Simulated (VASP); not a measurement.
# Pt (P6_3/mmc) in VASP: a series of runs

Runs on Pt. Level: PBEsol. Tasks: single point, relaxation of volume and atoms at fixed shape.

Everything below comes from runs of VASP 6.6.1. Logs are shortened: lines on timing, memory, paths and dates and some standing lists are left out, and cuts for length are marked.

## Step 1: The cell of the first run

It takes space group P6_3/mmc (No. 194, hexagonal). Conventional cell: a = 2.721 Å, b = 2.721 Å, c = 4.723 Å, α = 90.00°, β = 90.00°, γ = 120.00°. Within 3.6 Å of Pt (site symmetry -6m2) lie 12 Pt at 2.72 to 2.84 Å.

## Step 2: Single point, PBEsol

Contents of INCAR:

```
SYSTEM = Pt
ALGO     = Normal         ! electronic algorithm
EDIFF    = 1E-6           ! SCF threshold, eV
ENCUT    = 520            ! plane-wave cutoff, eV
GGA      = PS             ! functional
ISIF     = 2              ! what is computed and relaxed
ISMEAR   = 0              ! smearing method
LASPH    = .TRUE.         ! aspherical terms in the spheres
LCHARG   = .FALSE.        ! write CHGCAR
LREAL    = .FALSE.        ! projectors in reciprocal space
LWAVE    = .FALSE.        ! write WAVECAR
NBANDS   = 17             ! bands
NELM     = 100            ! most SCF steps
PREC     = Accurate       ! precision mode
SIGMA    = 0.05           ! smearing width, eV
```

Contents of KPOINTS:

```
k-points
0
G
  20 20 10
  0 0 0
```

Contents of POSCAR:

```
Pt
1.0
    2.7209246724     -0.0000028452      0.0000000000
   -1.3604598722      2.3563913107      0.0000000000
    0.0000000000      0.0000000000      4.7231381182
Pt
2
Direct
    0.6666666667      0.3333333333      0.7500000000
    0.3333333333      0.6666666667      0.2500000000
```

Potentials or basis: VASP PAW PBE potentials, release 64 (Pt).

Command:

```console
cat potpaw_PBE.64/Pt/POTCAR > POTCAR
mpirun -np 1 vasp_std > vasp.out
```

OUTCAR:

```text
SYSTEM = Pt
   EDIFF = 1E-6
   ENCUT = 520
   GGA = PS
   ISIF = 2
   ISMEAR = 0
   LASPH = .TRUE.
   LREAL = .FALSE.
   NELM = 100
   PREC = Accurate

 ion  position               nearest neighbor table
   1  0.667  0.333  0.750-   2 2.84   2 2.84   2 2.84   2 2.84   2 2.84   2 2.84
   2  0.333  0.667  0.250-   1 2.84   1 2.84   1 2.84   1 2.84   1 2.84   1 2.84

  LATTYP: Found a hexagonal cell.
 ALAT       =     2.7209246724
 C/A-ratio  =     1.7358577274

  Lattice vectors:

 A1 = (   2.7209246724,  -0.0000028452,   0.0000000000)
 A2 = (  -1.3604598722,   2.3563913107,   0.0000000000)
 A3 = (   0.0000000000,   0.0000000000,   4.7231381182)

Analysis of symmetry for initial positions (statically):
=====================================================================
 Subroutine PRICEL returns:
 Original cell was already a primitive cell.

 Routine SETGRP: Setting up the symmetry group for a
 hexagonal supercell.

 Subroutine GETGRP returns: Found 24 space group operations
 (whereof 12 operations were pure point group operations)
 out of a pool of 24 trial point group operations.

The static configuration has the point symmetry D_3d.
 The point group associated with its full space group is D_6h.

Analysis of symmetry for dynamics (positions and initial velocities):
=====================================================================
 Subroutine PRICEL returns:
 Original cell was already a primitive cell.

 Routine SETGRP: Setting up the symmetry group for a
 hexagonal supercell.

 Subroutine GETGRP returns: Found 24 space group operations
 (whereof 12 operations were pure point group operations)
 out of a pool of 24 trial point group operations.

The dynamic configuration has the point symmetry D_3d.
 The point group associated with its full space group is D_6h.

 Subroutine INISYM returns: Found 24 space group operations
 (whereof 12 operations are pure point group operations),
 and found     1 'primitive' translations

----------------------------------------------------------------------------------------

                                     Primitive cell

  volume of cell :      30.2827

  direct lattice vectors                    reciprocal lattice vectors
     2.720924672 -0.000002845  0.000000000     0.367522340  0.212188610  0.000000000
    -1.360459872  2.356391311  0.000000000     0.000000444  0.424377988  0.000000000
[... 78 lines left out ...]
   ICHARG =      2    charge: 1-file 2-atom 10-const
   ISPIN  =      1    spin polarized calculation?
   LNONCOLLINEAR =      F non collinear calculations
   LSORBIT =      F    spin-orbit coupling
   LASPH  =      T    aspherical Exc in radial PAW
   ENCUT  =  520.0 eV  38.22 Ry    6.18 a.u.   5.06  5.06  8.78*2*pi/ulx,y,z
   NELM   =    100;   NELMIN=  2; NELMDL= -5     # of ELM steps
   EDIFF  = 0.1E-05   stopping-criterion for ELM
   LREAL  =      F    real-space projection
   EDIFFG = 0.1E-04   stopping-criterion for IOM
   NSW    =      0    number of steps for IOM
   IBRION =     -1    ionic relax: 0-MD 1-quasi-New 2-CG
   NFREE  =      0    steps in history (QN), initial steepest desc. (CG)
   ISIF   =      2    stress and relaxation
   ISYM   =      2    0-nonsym 1-usesym 2-fastsym
   POTIM  = 0.5000    time-step for ionic-motion
   TEBEG  =    0.0;   TEEND  =   0.0 temperature during run
   PSTRESS=    0.0 pullay stress
   NELECT =      20.0000    total number of electrons
   NUPDOWN=      -1.0000    fix difference up-down
   EMIN   =  10.00;   EMAX   =-10.00  energy-range for DOS
   EFERMI =   0.00;   METHOD = LEGACY
   ISMEAR =     0;   SIGMA  =   0.05  broadening in eV -4-tet -1-fermi 0-gaus
   EFERMI_NEDOS =   21; number of points for ismear=-14 and -15
   IALGO  =     38    algorithm
   IMIX   =      4    mixing-type and parameters
     AMIX     =   0.40;   BMIX     =  1.00
     AMIX_MAG =   1.60;   BMIX_MAG =  1.00
  volume/ion in A,a.u.               =      15.14       102.18
  Fermi-wavevector in a.u.,A,eV,Ry     =   1.425673  2.694132 27.654450  2.032545
  Thomas-Fermi vector in A             =   2.546032
   LORBIT       =      0    0 simple, 1 ext, 2 COOP (PROOUT), +10 PAW based schemes
   GGA     = PS    functional components
   LHFCALC =     F    Hartree Fock is set to
   AEXX    =    0.0000 exact exchange contribution
   IVDW    =     0    specifies the selected vdW correction
   LEPSILON=     F    determine dielectric tensor
   LRPA    =     F    only Hartree local field effects (RPA)
 non-spin polarized calculation
 Gauss-broadening in eV      SIGMA  =   0.05
  energy-cutoff  :      520.00
  volume of cell :       30.28
 maximum number of plane-waves:       833
   NGX = 11   NGY = 11   NGZ = 17

 number of electron      20.0000001 magnetization

 Free energy of the ion-electron system (eV)
  ---------------------------------------------------
  ext. energy  EPLUGINS =         0.00000000
  ---------------------------------------------------
  free energy    TOTEN  =       -13.80096238 eV

  energy without entropy =      -13.79596629  energy(sigma->0) =      -13.79846434

 E-fermi :  10.9770     XC(G=0): -13.5994

 val. band max:       10.9767158486   @ k =   0.3000   0.2000   0.0000
 cond. band min:      10.9795445485   @ k =   0.3000   0.2500   0.5000
 fundamental gap:      0.0028286999
 Fermi energy:        10.9769604825

 k-point     1 :       0.0000    0.0000    0.0000
  band No.  band energies     occupation
      1       0.7644      2.00000
      2       3.4711      2.00000
      3       6.7609      2.00000
      4       7.3232      2.00000
      5       7.3232      2.00000
      6       7.7175      2.00000
[... 457 lines left out ...]
      4       6.4557      2.00000
      5       7.0563      2.00000
      6       7.5277      2.00000
[... 9 lines left out ...]
     16      26.5379      0.00000
     17      28.5533      0.00000

 [... further k-points ...]
[... 5 lines left out ...]
  --------------------------------------------------------------------------------------
  -------------------------------------------------------------------------------------
  Total        0.0437622      0.0437622     -0.3043678     -0.0000000      0.0000000      0.0000000
  in kB        2.3153449      2.3153449    -16.1033036     -0.0000000      0.0000000      0.0000000
  external PRESSURE =      -3.8242046 kB  Pullay stress =       0.0000000 kB

 VOLUME and BASIS-vectors are now :
 -----------------------------------------------------------------------------
  energy-cutoff  :      520.00
  volume of cell :       30.28
      direct lattice vectors                 reciprocal lattice vectors
     2.720924672 -0.000002845  0.000000000     0.367522340  0.212188610  0.000000000
    -1.360459872  2.356391311  0.000000000     0.000000444  0.424377988  0.000000000
     0.000000000  0.000000000  4.723138118     0.000000000  0.000000000  0.211723641

 POSITION                                       TOTAL-FORCE (eV/Angst)
 -----------------------------------------------------------------------------------
      1.36046      0.78546      3.54235         0.000000     -0.000000      0.000000
      0.00000      1.57093      1.18078        -0.000000      0.000000      0.000000
 -----------------------------------------------------------------------------------
    total drift:                                0.000000     -0.000000      0.000000

  FREE ENERGIE OF THE ION-ELECTRON SYSTEM (eV)
  ---------------------------------------------------
  free  energy   TOTEN  =       -13.8009623818 eV

  energy  without entropy=      -13.7959662931  energy(sigma->0) =      -13.79846434
```

OSZICAR:

```text
N       E                     dE             d eps       ncg     rms          rms(c)
DAV:   1     0.100449321564E+03    0.10045E+03   -0.10529E+04  8984   0.114E+03
DAV:   2    -0.128174041211E+02   -0.11327E+03   -0.10769E+03  9630   0.246E+02
DAV:   3    -0.146986623544E+02   -0.18813E+01   -0.18560E+01 11150   0.314E+01
DAV:   4    -0.147081573550E+02   -0.94950E-02   -0.94929E-02 10643   0.231E+00
DAV:   5    -0.147082480770E+02   -0.90722E-04   -0.90722E-04 11145   0.237E-01    0.188E+01
DAV:   6    -0.138967668415E+02    0.81148E+00   -0.12271E+00  9339   0.989E+00    0.962E+00
DAV:   7    -0.138102594025E+02    0.86507E-01   -0.23240E-01 10624   0.426E+00    0.306E+00
DAV:   8    -0.138015228208E+02    0.87366E-02   -0.26701E-02  9769   0.137E+00    0.934E-01
DAV:   9    -0.138009532584E+02    0.56956E-03   -0.55256E-04 10293   0.203E-01    0.660E-02
DAV:  10    -0.138009605077E+02   -0.72492E-05   -0.98443E-06 11049   0.210E-02    0.747E-03
DAV:  11    -0.138009621891E+02   -0.16814E-05   -0.58012E-07  6232   0.609E-03    0.380E-03
DAV:  12    -0.138009623818E+02   -0.19271E-06   -0.73076E-08  4812   0.247E-03
   1 F= -.13800962E+02 E0= -.13798464E+02  d E =-.499609E-02
```

stdout:

```text
POSCAR found type information on POSCAR Pt
 POSCAR found :  1 types and       2 ions
 scaLAPACK will be used
 -----------------------------------------------------------------------------
|                                                                             |
|                                                                             |
|     You enforced a specific xc type in the INCAR file but a different       |
|     I HOPE YOU KNOW WHAT YOU ARE DOING!                                     |
|                                                                             |
 -----------------------------------------------------------------------------

 LDA part: xc-table for (Slater+PW92), standard interpolation
 POSCAR, INCAR and KPOINTS ok, starting setup
 FFT: planning ... GRIDC
 FFT: planning ... GRID_SOFT
 FFT: planning ... GRID
 WAVECAR not read
 entering main loop
```

Run time: 2 min. Hardware: 1 thread of Intel Xeon Platinum 8175M at 2.50GHz (Skylake/Cascade Lake), shared host; peak memory 0.23 GiB.

What came out:

| Item | Value |
| --- | --- |
| Free energy | -13.8010 eV |
| Pressure | -0.4 GPa |
| Band gap on the k mesh | zero (band 10 reaches 11.54 eV, above the bottom of band 11 at 10.15 eV) |

Stress tensor (GPa, compression positive):
```
 0.23  0.00  0.00
 0.00  0.23  0.00
 0.00  0.00 -1.61
```

Levels at points of the mesh, in eV from the Fermi level:
```tsv
k point	band 7	band 8	band 9	band 10	band 11	band 12	band 13	band 14
(0.00, 0.00, 0.00)	-3.26	-1.91	-1.91	-0.97	-0.21	-0.21	4.93	15.04
(0.50, 0.00, 0.00)	-2.82	0.04	0.34	0.56	2.34	3.87	7.45	9.00
(0.00, 0.00, 0.50)	-3.64	-3.64	-0.82	-0.82	-0.82	-0.82	12.18	12.18
(0.50, 0.00, 0.50)	-0.96	-0.96	0.47	0.47	1.66	1.66	6.76	6.76
```

Caveat: the PAW data sets were made with another functional, which shifts forces and pressure a little; spin-orbit coupling is left out, which moves the levels of the heavy elements.

## Step 3: Relaxation of volume and atoms at fixed shape, PBEsol

This run uses another cell than the first one, of 15.81 Å³/atom, 1.044 times its volume.

Contents of INCAR:

```
PREC     = Accurate       # precision mode
ENCUT    = 600            # plane-wave cutoff, eV
EDIFF    = 1E-6           # SCF threshold, eV
ISMEAR   = 0              # smearing method
SIGMA    = 0.05           # smearing width, eV
LREAL    = F              # projectors in reciprocal space
LASPH    = T              # aspherical terms in the spheres
NELM     = 60             # most SCF steps
ALGO     = Normal         # electronic algorithm
ISIF     = 8              # what is computed and relaxed
LWAVE    = F              # write WAVECAR
LCHARG   = F              # write CHGCAR
GGA      = PS             # functional
IBRION   = 2              # ionic algorithm
NSW      = 80             # ionic steps
EDIFFG   = -0.01          # ionic threshold
```

Contents of KPOINTS:

```
regular mesh
0
Gamma
  19 19 10
```

Contents of POSCAR:

```
Pt
1.0
    2.7606700000      0.0000000000      0.0000000000
   -1.3803300000      2.3908100000      0.0000000000
    0.0000000000      0.0000000000      4.7921300000
Pt
2
Direct
    0.6666666667      0.3333333333      0.7500000000
    0.3333333333      0.6666666667      0.2500000000
```

Potentials or basis: VASP PAW PBE potentials, release 64 (Pt).

Command:

```console
cat potpaw_PBE.64/Pt/POTCAR > POTCAR
mpirun -np 1 vasp_std > vasp.out
```

Wall time 6.7 min (1 thread of Intel Xeon Platinum 8488C (Sapphire Rapids), shared host); peak memory 0.26 GiB.

Results (log left out):

| Property | Result |
| --- | --- |
| Free energy | -13.7982 eV |
| Relaxed volume | 15.13 Å³/atom |
| Relaxed cell | a = 2.720 Å, b = 2.720 Å, c = 4.722 Å, α = 90.00°, β = 90.00°, γ = 120.00° |
| Space group after relaxing (to 0.05 Å) | P6_3/mmc (No. 194) |
| Energy gained by relaxing | 25.3 meV/atom |
| Ionic steps | 7 |
| Pressure after relaxing | 0.0 GPa |
| Band gap on the k mesh | zero (band 10 reaches 11.51 eV, above the bottom of band 11 at 10.17 eV) |

Stress tensor (GPa, compression positive):
```
 0.63  0.00  0.00
 0.00  0.63  0.00
 0.00  0.00 -1.21
```

Step by step:
| step | energy change (eV) | largest force (eV/Å) | pressure (GPa) | volume (Å³) |
| --- | --- | --- | --- | --- |
| 1 | 0.0000 | 0.0000 | -11.23 | 31.63 |
| 2 | 0.3957 | 0.0000 | 47.32 | 26.82 |
| 3 | -0.0505 | 0.0000 | -0.58 | 30.31 |
| 4 | -0.0506 | 0.0000 | -0.11 | 30.27 |
| 5 | -0.0506 | 0.0000 | 0.15 | 30.24 |
| 6 | -0.0506 | 0.0000 | -0.31 | 30.29 |
| 7 | -0.0506 | 0.0000 | 0.02 | 30.25 |

Final structure:
```yaml
crystal:
  lattice:
    - [2.72000, 0.00000, 0.00000]
    - [-1.35999, 2.35559, 0.00000]
    - [0.00000, 0.00000, 4.72153]
  atoms:
    - { symbol: Pt, position: [0.66667, 0.33333, 0.75000] }
    - { symbol: Pt, position: [0.33333, 0.66667, 0.25000] }
```

Levels at points of the mesh, in eV from the Fermi level:
| k point | band 6 | band 7 | band 8 | band 9 | band 10 | band 11 | band 12 | band 13 | band 14 |
| --- | --- | --- | --- | --- | --- | --- | --- | --- | --- |
| (0.00, 0.00, 0.00) | -3.27 | -3.27 | -1.92 | -1.92 | -0.97 | -0.22 | -0.22 | 4.94 | 15.03 |
| (0.00, 0.00, 0.50) | -3.66 | -3.66 | -3.66 | -0.83 | -0.83 | -0.83 | -0.83 | 12.18 | 12.18 |

Caveat: the PAW data sets were made with another functional, which shifts forces and pressure a little; spin-orbit coupling is left out, which moves the levels of the heavy elements.
